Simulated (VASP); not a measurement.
# Ga2O3 (R-3m) in VASP: notebook

Ga2O3 is run at these levels: PBE; tasks: single point, relaxation of cell and atoms.

Program: VASP 6.6.1. These are calculated values, not measurements. Logs are shortened: lines on timing, memory, paths and dates and some standing lists are left out, and cuts for length are marked.

### Step 1. The cell of the first run

The structure is trigonal, space group R-3m (No. 166). Conventional cell: a = 4.861 Å, b = 4.861 Å, c = 8.984 Å, α = 90.00°, β = 90.00°, γ = 120.00°. Within 2.5 Å of Ga (site symmetry 3m) lie 3 O at 1.89 Å. Within 2.5 Å of O (site symmetry 2/m) lie 2 Ga at 1.89 Å and 4 O at 2.43 Å.

The cell was generated, and may not be a known phase.

### Step 2. Single point, PBE, collinear spin, ferromagnetic start

INCAR

```
SYSTEM = Ga2O3
ALGO = Normal ; EDIFF = 1E-6
ENCUT = 520 ; GGA = PE
ISIF = 2 ; ISMEAR = 0
ISPIN = 2 ; LASPH = .True.
LCHARG = .True. ; LELF = .True.
LORBIT = 11 ; LREAL = .False.
LVHAR = .True. ; LWAVE = .False.
MAGMOM = 0 0 1 1 1 ; NBANDS = 34
NELM = 150 ; PREC = Accurate
SIGMA = 0.1
```

KPOINTS

```
k-points
0
Gamma
  6 6 6
  0 0 0
```

POSCAR

```
Ga2O3
1.0
    2.4306157600      1.4033166600      2.9947222200
   -2.4306157600      1.4033166600      2.9947222200
    0.0000000000     -2.8066333300      2.9947222200
Ga O
2 3
Direct
    0.1921916900      0.1921916900      0.1921916900
    0.8078083100      0.8078083100      0.8078083100
    0.5000000000      0.5000000000      0.0000000000
    0.0000000000      0.5000000000      0.5000000000
    0.5000000000      0.0000000000      0.5000000000
```

Potentials or basis: VASP PAW PBE potentials, release 64 (Ga_d, O).

Started as:

```bash
$ cat potpaw_PBE.64/Ga_d/POTCAR potpaw_PBE.64/O/POTCAR > POTCAR
$ mpirun -np 1 vasp_std > vasp.out
```

OUTCAR:

```text
SYSTEM = Ga2O3
   EDIFF = 1E-6
   ENCUT = 520
   GGA = PE
   ISIF = 2
   ISMEAR = 0
   ISPIN = 2
   LASPH = .True.
   LORBIT = 11
   LREAL = .False.
   NELM = 150
   PREC = Accurate

 ion  position               nearest neighbor table
   1  0.192  0.192  0.192-   3 1.89   4 1.89   5 1.89   2 2.84   2 2.84   2 2.84
   2  0.808  0.808  0.808-   3 1.89   4 1.89   5 1.89   1 2.84   1 2.84   1 2.84
   3  0.500  0.500  0.000-   1 1.89   2 1.89
   4  0.000  0.500  0.500-   1 1.89   2 1.89
   5  0.500  0.000  0.500-   1 1.89   2 1.89

  LATTYP: Found a trigonal (rhomboedric) cell.
 ALAT       =     4.1043332949
 COS(alpha) =     0.2985812463

  Lattice vectors:

 A1 = (   2.4306157600,   1.4033166600,   2.9947222200)
 A2 = (  -2.4306157600,   1.4033166600,   2.9947222200)
 A3 = (   0.0000000000,  -2.8066333300,   2.9947222200)

Analysis of symmetry for initial positions (statically):
=====================================================================
 Subroutine PRICEL returns:
 Original cell was already a primitive cell.

 Routine SETGRP: Setting up the symmetry group for a
 trigonal (rhombohedral) supercell.

 Subroutine GETGRP returns: Found 12 space group operations
 (whereof 12 operations were pure point group operations)
 out of a pool of 12 trial point group operations.

The static configuration has the point symmetry D_3d.

Analysis of symmetry for dynamics (positions and initial velocities):
=====================================================================
 Subroutine PRICEL returns:
 Original cell was already a primitive cell.

 Routine SETGRP: Setting up the symmetry group for a
 trigonal (rhombohedral) supercell.

 Subroutine GETGRP returns: Found 12 space group operations
 (whereof 12 operations were pure point group operations)
 out of a pool of 12 trial point group operations.

The dynamic configuration has the point symmetry D_3d.

Analysis of structural, dynamic, and magnetic symmetry:
=====================================================================
 Subroutine PRICEL returns:
 Original cell was already a primitive cell.

 Routine SETGRP: Setting up the symmetry group for a
 trigonal (rhombohedral) supercell.

 Subroutine GETGRP returns: Found 12 space group operations
 (whereof 12 operations were pure point group operations)
 out of a pool of 12 trial point group operations.

The overall configuration has the point symmetry D_3d.

 Subroutine INISYM returns: Found 12 space group operations
 (whereof 12 operations are pure point group operations),
 and found     1 'primitive' translations

----------------------------------------------------------------------------------------

                                     Primitive cell

  volume of cell :      61.2886

  direct lattice vectors                    reciprocal lattice vectors
     2.430615760  1.403316660  2.994722220     0.205709190  0.118766256  0.111306929
    -2.430615760  1.403316660  2.994722220    -0.205709190  0.118766256  0.111306929
     0.000000000 -2.806633330  2.994722220     0.000000000 -0.237532513  0.111306929

  length of vectors
     4.104333295  4.104333295  4.104333298     0.262318370  0.262318370  0.262318370

  position of ions in fractional coordinates (direct lattice)
     0.192191690  0.192191690  0.192191690
     0.807808310  0.807808310  0.807808310
     0.500000000  0.500000000  0.000000000
     0.000000000  0.500000000  0.500000000
     0.500000000  0.000000000  0.500000000

  ion indices of the primitive-cell ions
   primitive index   ion index
                 1           1
                 2           2
                 3           3
                 4           4
                 5           5

----------------------------------------------------------------------------------------

 KPOINTS: k-points

Automatic generation of k-mesh.
 Grid dimensions read from file:
 generate k-points for:    6    6    6

 Generating k-lattice:

  Cartesian coordinates                     Fractional coordinates (reciprocal lattice)
     0.034284865  0.019794376  0.018551155     0.166666667  0.000000000  0.000000000
    -0.034284865  0.019794376  0.018551155     0.000000000  0.166666667  0.000000000
     0.000000000 -0.039588752  0.018551155     0.000000000  0.000000000  0.166666667

  Length of vectors
     0.043719728  0.043719728  0.043719728

  Shift w.r.t. Gamma in fractional coordinates (k-lattice)
     0.000000000  0.000000000  0.000000000

 Subroutine IBZKPT returns following result:
 ===========================================

 Found     32 irreducible k-points:

 Following reciprocal coordinates:
            Coordinates               Weight
  0.000000  0.000000  0.000000      1.000000
  0.166667 -0.000000 -0.000000      6.000000
  0.333333 -0.000000 -0.000000      6.000000
  0.500000 -0.000000  0.000000      3.000000
  0.166667  0.166667 -0.000000      6.000000
  0.333333  0.166667 -0.000000     12.000000
[... 16 lines left out ...]
  0.500000  0.500000  0.166667      6.000000
 -0.333333  0.500000  0.166667     12.000000
 [... further k-points ...]
   k-points           NKPTS =     32   k-points in BZ     NKDIM =     32   number of bands    NBANDS=     34
   number of dos      NEDOS =    301   number of ions     NIONS =      5
   total plane-waves  NPLWV =  32768
   dimension x,y,z NGX =    32 NGY =   32 NGZ =   32
   dimension x,y,z NGXF=    64 NGYF=   64 NGZF=   64
   ions per type =               2   3
   NGX,Y,Z   is equivalent  to a cutoff of  12.96, 12.96, 12.96 a.u.
   NGXF,Y,Z  is equivalent  to a cutoff of  25.92, 25.92, 25.92 a.u.
 SYSTEM =  Ga2O3
   PREC   = accura    normal or accurate (medium, high low for compatibility)
   ISTART =      0    job   : 0-new  1-cont  2-samecut
   ICHARG =      2    charge: 1-file 2-atom 10-const
   ISPIN  =      2    spin polarized calculation?
   LNONCOLLINEAR =      F non collinear calculations
   LSORBIT =      F    spin-orbit coupling
   LASPH  =      T    aspherical Exc in radial PAW
   ENCUT  =  520.0 eV  38.22 Ry    6.18 a.u.   7.63  7.63  7.63*2*pi/ulx,y,z
   NELM   =    150;   NELMIN=  2; NELMDL= -5     # of ELM steps
   EDIFF  = 0.1E-05   stopping-criterion for ELM
   LREAL  =      F    real-space projection
   EDIFFG = 0.1E-04   stopping-criterion for IOM
   NSW    =      0    number of steps for IOM
   IBRION =     -1    ionic relax: 0-MD 1-quasi-New 2-CG
   NFREE  =      0    steps in history (QN), initial steepest desc. (CG)
   ISIF   =      2    stress and relaxation
   ISYM   =      2    0-nonsym 1-usesym 2-fastsym
   POTIM  = 0.5000    time-step for ionic-motion
   TEBEG  =    0.0;   TEEND  =   0.0 temperature during run
   PSTRESS=    0.0 pullay stress
   NELECT =      44.0000    total number of electrons
   NUPDOWN=      -1.0000    fix difference up-down
   EMIN   =  10.00;   EMAX   =-10.00  energy-range for DOS
   EFERMI =   0.00;   METHOD = LEGACY
   ISMEAR =     0;   SIGMA  =   0.10  broadening in eV -4-tet -1-fermi 0-gaus
   EFERMI_NEDOS =   21; number of points for ismear=-14 and -15
   IALGO  =     38    algorithm
   IMIX   =      4    mixing-type and parameters
     AMIX     =   0.40;   BMIX     =  1.00
     AMIX_MAG =   1.60;   BMIX_MAG =  1.00
  volume/ion in A,a.u.               =      12.26        82.72
  Fermi-wavevector in a.u.,A,eV,Ry     =   1.465882  2.770116 29.236351  2.148811
  Thomas-Fermi vector in A             =   2.581686
   LORBIT       =     11    0 simple, 1 ext, 2 COOP (PROOUT), +10 PAW based schemes
   GGA     = PE    functional components
   LHFCALC =     F    Hartree Fock is set to
   AEXX    =    0.0000 exact exchange contribution
   IVDW    =     0    specifies the selected vdW correction
   LEPSILON=     F    determine dielectric tensor
   LRPA    =     F    only Hartree local field effects (RPA)
 spin polarized calculation
 Gauss-broadening in eV      SIGMA  =   0.10
  energy-cutoff  :      520.00
  volume of cell :       61.29
 maximum number of plane-waves:      1662
 NGX is ok and might be reduce to    32
   NGX = 15   NGY = 15   NGZ = 15

 number of electron      44.0000000 magnetization       3.0000000

 number of electron      44.0000009 magnetization      -1.1939444

 Free energy of the ion-electron system (eV)
  ---------------------------------------------------
  ext. energy  EPLUGINS =         0.00000000
  ---------------------------------------------------
  free energy    TOTEN  =       -21.48185948 eV

  energy without entropy =      -21.47317575  energy(sigma->0) =      -21.47751761

 E-fermi :   3.7691     XC(G=0): -10.9549

 val. band max:        3.7059024145   @ k =  -0.1667   0.3333   0.1667
 cond. band min:       3.8109174101   @ k =  -0.3333   0.1667   0.1667
 fundamental gap:      0.1050149955
 Fermi energy:         3.7691263173

 spin component 1

 k-point     1 :       0.0000    0.0000    0.0000
  band No.  band energies     occupation
      1     -15.4227      1.00000
      2     -13.5768      1.00000
      3     -13.5768      1.00000
      4     -11.0789      1.00000
      5     -11.0789      1.00000
      6     -10.9009      1.00000
[... 26 lines left out ...]
     33      20.2972      0.00000
     34      20.2973      0.00000

 k-point     2 :       0.1667   -0.0000   -0.0000
  band No.  band energies     occupation
      1     -15.3060      1.00000
      2     -13.6800      1.00000
      3     -13.6030      1.00000
      4     -11.0816      1.00000
      5     -11.0651      1.00000
      6     -10.9118      1.00000
[... 26 lines left out ...]
     33      19.6271      0.00000
     34      20.2112      0.00000
[... 775 lines left out ...]
     33      19.4010      0.00000
     34      20.1557      0.00000

 k-point    24 :      -0.3333    0.5000    0.1667
  band No.  band energies     occupation
      1     -14.5902      1.00000
      2     -14.2234      1.00000
      3     -13.7099      1.00000
      4     -11.0769      1.00000
      5     -10.9346      1.00000
      6     -10.9207      1.00000
[... 26 lines left out ...]
     33      19.7417      0.00000
     34      20.5468      0.00000

 [... further k-points ...]

 spin component 2

 k-point     1 :       0.0000    0.0000    0.0000
  band No.  band energies     occupation
      1     -15.9561      1.00000
      2     -14.1020      1.00000
      3     -14.1020      1.00000
      4     -11.0987      1.00000
      5     -11.0987      1.00000
      6     -10.9057      1.00000
[... 26 lines left out ...]
     33      20.2671      0.00000
     34      20.2671      0.00000

 k-point     2 :       0.1667   -0.0000   -0.0000
  band No.  band energies     occupation
      1     -15.8436      1.00000
      2     -14.2131      1.00000
      3     -14.1238      1.00000
      4     -11.1000      1.00000
      5     -11.0850      1.00000
      6     -10.9176      1.00000
[... 26 lines left out ...]
     33      19.4463      0.00000
     34      20.1547      0.00000
[... 775 lines left out ...]
     33      19.1636      0.00000
     34      20.0879      0.00000

 k-point    24 :      -0.3333    0.5000    0.1667
  band No.  band energies     occupation
      1     -15.1478      1.00000
      2     -14.7693      1.00000
      3     -14.2306      1.00000
      4     -11.0940      1.00000
      5     -10.9499      1.00000
      6     -10.9346      1.00000
[... 26 lines left out ...]
     33      19.5770      0.00000
     34      20.4473      0.00000

 [... further k-points ...]

------------------------ aborting loop because EDIFF is reached ----------------------------------------

  FORCE on cell =-STRESS in cart. coord.  units (eV):
  Direction    XX          YY          ZZ          XY          YZ          ZX
  --------------------------------------------------------------------------------------
  -------------------------------------------------------------------------------------
  Total        6.8651992      6.8651992     -4.8702618      0.0000000      0.0000000      0.0000000
  in kB      179.4667246    179.4667246   -127.3160339      0.0000000      0.0000001      0.0000000
  external PRESSURE =      77.2058051 kB  Pullay stress =       0.0000000 kB

 VOLUME and BASIS-vectors are now :
 -----------------------------------------------------------------------------
  energy-cutoff  :      520.00
  volume of cell :       61.29
      direct lattice vectors                 reciprocal lattice vectors
     2.430615760  1.403316660  2.994722220     0.205709190  0.118766256  0.111306929
    -2.430615760  1.403316660  2.994722220    -0.205709190  0.118766256  0.111306929
     0.000000000 -2.806633330  2.994722220     0.000000000 -0.237532513  0.111306929

 POSITION                                       TOTAL-FORCE (eV/Angst)
 -----------------------------------------------------------------------------------
      0.00000     -0.00000      1.72668         0.000000     -0.000000      0.708757
      0.00000     -0.00000      7.25748         0.000000      0.000000     -0.708757
      0.00000      1.40332      2.99472         0.000000      0.000000      0.000000
     -1.21531     -0.70166      2.99472        -0.000000      0.000000     -0.000000
      1.21531     -0.70166      2.99472         0.000000      0.000000      0.000000
 -----------------------------------------------------------------------------------
    total drift:                                0.000000      0.000000     -0.000000

  FREE ENERGIE OF THE ION-ELECTRON SYSTEM (eV)
  ---------------------------------------------------
  free  energy   TOTEN  =       -21.4818594820 eV

  energy  without entropy=      -21.4731757458  energy(sigma->0) =      -21.47751761

 total charge

# of ion       s       p       d       tot
------------------------------------------
    1        0.792   0.642  10.143  11.577
    2        0.792   0.642  10.143  11.577
    3        1.595   3.336   0.000   4.931
    4        1.595   3.336   0.000   4.931
    5        1.595   3.336   0.000   4.931
--------------------------------------------------
tot          6.369  11.292  20.286  37.947

 magnetization (x)

# of ion       s       p       d       tot
------------------------------------------
    1       -0.006   0.008  -0.006  -0.004
    2       -0.006   0.008  -0.006  -0.004
    3       -0.005  -0.344   0.000  -0.349
    4       -0.005  -0.344   0.000  -0.349
    5       -0.005  -0.344   0.000  -0.349
--------------------------------------------------
tot         -0.027  -1.017  -0.012  -1.056
```

It took 2.7 min on 1 thread of Intel Xeon 8259CL, shared host; peak memory 0.25 GiB.

Results:

```
Free energy                                           : -21.4819 eV
Pressure                                              : 7.7 GPa
Largest force                                         : 0.709 eV/Å
Net moment                                            : -1.19 μB per cell
Site moments                                          : Ga -0.00; O -0.35 μB
Valence electrons inside the program's atomic spheres : Ga 11.58; O 4.93
```

Forces in eV/Å, atoms in the order of the input:
```
Ga   0.000  0.000  0.709
Ga   0.000  0.000 -0.709
O    0.000  0.000  0.000
O    0.000  0.000  0.000
O    0.000  0.000  0.000
```

Caveat: the stress differs along the axes, from -13 to 18 GPa; a moment this small can come from the mesh or the smearing.

### Step 3. Relaxation of cell and atoms, PBE

This run uses another cell than the first one, of 23.96 Å³/atom.

INCAR

```
PREC = Accurate
ENCUT = 600
EDIFF = 1E-6
ISMEAR = 0
SIGMA = 0.02
LREAL = False
LASPH = True
NELM = 100
ALGO = Normal
ISIF = 3
LWAVE = False
LCHARG = False
GGA = PE
IBRION = 2
NSW = 100
EDIFFG = -0.01
```

KPOINTS

```
regular mesh
0
Gamma
  6 6 6
```

POSCAR

```
Ga2O3
1.0
    3.0393301473      1.7547580787      3.7436309249
   -3.0393301473      1.7547580787      3.7436309249
    0.0000000000     -3.5095161574      3.7436309249
Ga O
2 3
Direct
    0.3294962201      0.3294962201      0.3294962201
    0.6705037799      0.6705037799      0.6705037799
    0.5000000000      0.5000000000      0.0000000000
    0.0000000000      0.5000000000      0.5000000000
    0.5000000000      0.0000000000      0.5000000000
```

Potentials or basis: VASP PAW PBE potentials, release 64 (Ga_d, O).

Started as:

```bash
$ cat potpaw_PBE.64/Ga_d/POTCAR potpaw_PBE.64/O/POTCAR > POTCAR
$ mpirun -np 1 vasp_std > vasp.out
```

Wall time 5.5 min (1 thread of Intel Xeon 8259CL, shared host); peak memory 0.33 GiB.

The run converged. Its results:

```
Free energy                           : -27.0885 eV
Relaxed volume                        : 23.93 Å³/atom
Relaxed cell                          : a = 5.130 Å, b = 5.130 Å, c = 5.130 Å, α = 72.60°, β = 72.60°, γ = 72.60°
Space group after relaxing (to 0.1 Å) : R-3m (No. 166)
Energy gained by relaxing             : 0.0 meV/atom
Ionic steps                           : 4
Pressure after relaxing               : 0.0 GPa
Largest force after relaxing          : 0.005 eV/Å
Band gap on the k mesh                : 1.88 eV (least direct gap 1.92 eV)
```

Forces in eV/Å, atoms in the order of the input:
```
Ga   0.000  0.000  0.005
Ga   0.000  0.000 -0.005
O    0.000  0.000  0.000
O    0.000  0.000  0.000
O    0.000  0.000  0.000
```

Step by step:
```csv
step,energy change (eV),largest force (eV/Å),pressure (GPa),volume (Å³)
1,0.0000,0.0065,-0.16,119.80
2,0.0002,0.0006,0.26,119.37
3,-0.0002,0.0042,0.05,119.63
4,-0.0002,0.0046,0.01,119.64
```

Final structure:
```cif
data_structure
_symmetry_space_group_name_H-M 'P 1'
_symmetry_Int_Tables_number 1
_cell_length_a 5.1301
_cell_length_b 5.1301
_cell_length_c 5.1301
_cell_angle_alpha 72.597
_cell_angle_beta 72.597
_cell_angle_gamma 72.597
_cell_volume 119.64
loop_
_atom_site_label
_atom_site_type_symbol
_atom_site_fract_x
_atom_site_fract_y
_atom_site_fract_z
_atom_site_occupancy
Ga1 Ga 0.32951 0.32951 0.32951 1
Ga2 Ga 0.67049 0.67049 0.67049 1
O1 O 0.50000 0.50000 0.00000 1
O2 O 0.00000 0.50000 0.50000 1
O3 O 0.50000 0.00000 0.50000 1
```

Levels at points of the mesh, in eV from the valence-band top:
```csv
k point,band 18,band 19,band 20,band 21,band 22,band 23,band 24,band 25,band 26
"(0.00, 0.00, 0.00)",-0.71,-0.71,-0.33,-0.33,-0.04,1.88,4.40,7.93,8.02
"(0.50, 0.00, 0.00)",-1.26,-1.05,-0.76,-0.72,-0.16,3.88,5.48,5.53,8.59
"(0.50, 0.50, 0.00)",-1.20,-1.06,-0.82,-0.47,-0.13,4.64,5.59,6.44,7.18
"(0.50, 0.50, 0.50)",-0.52,-0.52,-0.37,-0.37,0.00,3.31,6.08,6.22,7.50
```

The gap in the log of VASP goes by the Fermi energy; the results here count the filled bands.